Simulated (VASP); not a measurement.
# KI (Fm-3m) in VASP: a series of runs, part 2 of 2

VASP 6.6.1. Earlier steps stand in the parts before.

## (3) Single point, r2SCAN (strain +2.8%)

Input file POSCAR:

```
KI
1.0
    0.0000000000      3.6431050751      3.6431050751
    3.6431050751      0.0000000000      3.6431050751
    3.6431050751      3.6431050751      0.0000000000
K I
1 1
Direct
    0.0000000000      0.0000000000      0.0000000000
    0.5000000000      0.5000000000      0.5000000000
```

Input file INCAR.step1:

```
PREC = Accurate ; ENCUT = 520
ISMEAR = 0 ; SIGMA = 0.01
LREAL = F ; LASPH = T
NELM = 80 ; NBANDS = 15
GGA = PE ; ALGO = Normal
EDIFF = 1E-4 ; LWAVE = T
LCHARG = F
```

Input file INCAR.step2:

```
PREC = Accurate ; ENCUT = 520
EDIFF = 1E-6 ; ISMEAR = 0
SIGMA = 0.01 ; LREAL = F
LASPH = T ; NELM = 80
ALGO = Normal ; ISIF = 2
LWAVE = F ; LCHARG = F
METAGGA = R2SCAN ; LMIXTAU = T
NBANDS = 15 ; ISTART = 1
```

Input file KPOINTS:

```
Automatic mesh
0
Gamma
  6 6 6
```

Potentials or basis: VASP PAW PBE potentials, release 64 (K_sv, I).

On the command line:

```bash
$ cat potpaw_PBE.64/K_sv/POTCAR potpaw_PBE.64/I/POTCAR > POTCAR
$ cp INCAR.step1 INCAR
$ mpirun -np 1 vasp_std > vasp.out
$ cp INCAR.step2 INCAR
$ mpirun -np 1 vasp_std > vasp.out
```

OUTCAR:

```text
PREC = Accurate
   ENCUT = 520
   EDIFF = 1E-6
   ISMEAR = 0
   LREAL = F
   LASPH = T
   NELM = 80
   ISIF = 2
   METAGGA = R2SCAN
   ISTART = 1

 ion  position               nearest neighbor table
   1  0.000  0.000  0.000-   2 3.64   2 3.64   2 3.64   2 3.64   2 3.64   2 3.64
   2  0.500  0.500  0.500-   1 3.64   1 3.64   1 3.64   1 3.64   1 3.64   1 3.64

  LATTYP: Found a face centered cubic cell.
 ALAT       =     7.2862101502

  Lattice vectors:

 A1 = (   0.0000000000,   3.6431050751,   3.6431050751)
 A2 = (   3.6431050751,   0.0000000000,   3.6431050751)
 A3 = (   3.6431050751,   3.6431050751,   0.0000000000)

Analysis of symmetry for initial positions (statically):
=====================================================================
 Subroutine PRICEL returns:
 Original cell was already a primitive cell.

 Routine SETGRP: Setting up the symmetry group for a
 face centered cubic supercell.

 Subroutine GETGRP returns: Found 48 space group operations
 (whereof 48 operations were pure point group operations)
 out of a pool of 48 trial point group operations.

The static configuration has the point symmetry O_h .

Analysis of symmetry for dynamics (positions and initial velocities):
=====================================================================
 Subroutine PRICEL returns:
 Original cell was already a primitive cell.

 Routine SETGRP: Setting up the symmetry group for a
 face centered cubic supercell.

 Subroutine GETGRP returns: Found 48 space group operations
 (whereof 48 operations were pure point group operations)
 out of a pool of 48 trial point group operations.

The dynamic configuration has the point symmetry O_h .

 Subroutine INISYM returns: Found 48 space group operations
 (whereof 48 operations are pure point group operations),
 and found     1 'primitive' translations

----------------------------------------------------------------------------------------

                                     Primitive cell
[... 111 lines left out ...]
   LEPSILON=     F    determine dielectric tensor
   LRPA    =     F    only Hartree local field effects (RPA)
 non-spin polarized calculation
 Gauss-broadening in eV      SIGMA  =   0.01
  energy-cutoff  :      520.00
  volume of cell :       96.70
 maximum number of plane-waves:      2637
 NGX is ok and might be reduce to    40
   NGX = 19   NGY = 19   NGZ = 19

 number of electron      16.0000001 magnetization

 Free energy of the ion-electron system (eV)
  ---------------------------------------------------
  ext. energy  EPLUGINS =         0.00000000
  ---------------------------------------------------
  free energy    TOTEN  =       -33.96449097 eV

  energy without entropy =      -33.96449097  energy(sigma->0) =      -33.96449097

 E-fermi :  -1.1390     XC(G=0):  -7.1379

 val. band max:       -1.2028709356   @ k =   0.0000   0.0000   0.0000
 cond. band min:       3.1828802561   @ k =   0.0000   0.0000   0.0000
 fundamental gap:      4.3857511918
 Fermi energy:        -1.1390326796

 k-point     1 :       0.0000    0.0000    0.0000
  band No.  band energies     occupation
      1     -31.0354      2.00000
      2     -13.7391      2.00000
      3     -13.7391      2.00000
      4     -13.7391      2.00000
      5     -11.8862      2.00000
      6      -1.2029      2.00000
      7      -1.2029      2.00000
      8      -1.2029      2.00000
      9       3.1829      0.00000
     10       5.8770      0.00000
     11       5.8770      0.00000
     12       5.8770      0.00000
     13       6.6694      0.00000
     14       6.6694      0.00000
[... 257 lines left out ...]
      2     -13.7636      2.00000
      3     -13.7635      2.00000
      4     -13.7550      2.00000
      5     -11.7428      2.00000
      6      -1.9666      2.00000
      7      -1.6924      2.00000
      8      -1.6557      2.00000
      9       4.9744      0.00000
     10       5.6779      0.00000
     11       6.5748      0.00000
     12       7.5737      0.00000
     13       7.9313      0.00000
     14       8.9512      0.00000
     15       9.2603      0.00000

------------------------ aborting loop because EDIFF is reached ----------------------------------------

  FORCE on cell =-STRESS in cart. coord.  units (eV):
  Direction    XX          YY          ZZ          XY          YZ          ZX
  --------------------------------------------------------------------------------------
  -------------------------------------------------------------------------------------
  Total       -0.4994587     -0.4994587     -0.4994587      0.0000000      0.0000000      0.0000000
  in kB       -8.2749445     -8.2749445     -8.2749445      0.0000000      0.0000000      0.0000000
  external PRESSURE =      -8.2749445 kB  Pullay stress =       0.0000000 kB

 VOLUME and BASIS-vectors are now :
 -----------------------------------------------------------------------------
  energy-cutoff  :      520.00
  volume of cell :       96.70
      direct lattice vectors                 reciprocal lattice vectors
     0.000000000  3.643105075  3.643105075    -0.137245561  0.137245561  0.137245561
     3.643105075  0.000000000  3.643105075     0.137245561 -0.137245561  0.137245561
     3.643105075  3.643105075  0.000000000     0.137245561  0.137245561 -0.137245561

 POSITION                                       TOTAL-FORCE (eV/Angst)
 -----------------------------------------------------------------------------------
      0.00000      0.00000      0.00000        -0.000000      0.000000     -0.000000
      3.64311      3.64311      3.64311         0.000000     -0.000000      0.000000
 -----------------------------------------------------------------------------------
    total drift:                                0.000000     -0.000000     -0.000000

  FREE ENERGIE OF THE ION-ELECTRON SYSTEM (eV)
  ---------------------------------------------------
  free  energy   TOTEN  =       -33.9644909681 eV

  energy  without entropy=      -33.9644909681  energy(sigma->0) =      -33.96449097
```

OUTCAR.step1:

```text
PREC = Accurate
   ENCUT = 520
   ISMEAR = 0
   LREAL = F
   LASPH = T
[... 498 lines left out ...]
 -----------------------------------------------------------------------------------
      0.00000      0.00000      0.00000        -0.000000     -0.000000     -0.000000
      3.64311      3.64311      3.64311         0.000000      0.000000      0.000000
 -----------------------------------------------------------------------------------
    total drift:                                0.000000     -0.000000     -0.000000

  FREE ENERGIE OF THE ION-ELECTRON SYSTEM (eV)
  ---------------------------------------------------
  free  energy   TOTEN  =        -5.5604476442 eV

  energy  without entropy=       -5.5604476442  energy(sigma->0) =       -5.56044764
```

Run time: 48 s. Hardware: 1 thread of Intel Xeon 6975P-C (Granite Rapids), shared host; peak memory 0.26 GiB.

What came out:

| Quantity | Value |
| --- | --- |
| Free energy | -33.9645 eV |
| Pressure | -0.8 GPa |
| Band gap on the k mesh | 4.39 eV, direct |

Caveat: the cell differs from its parent crystal (strain +2.8%); the PAW data sets were made with another functional, which shifts forces and pressure a little; spin-orbit coupling is left out, which moves the levels of the heavy elements.
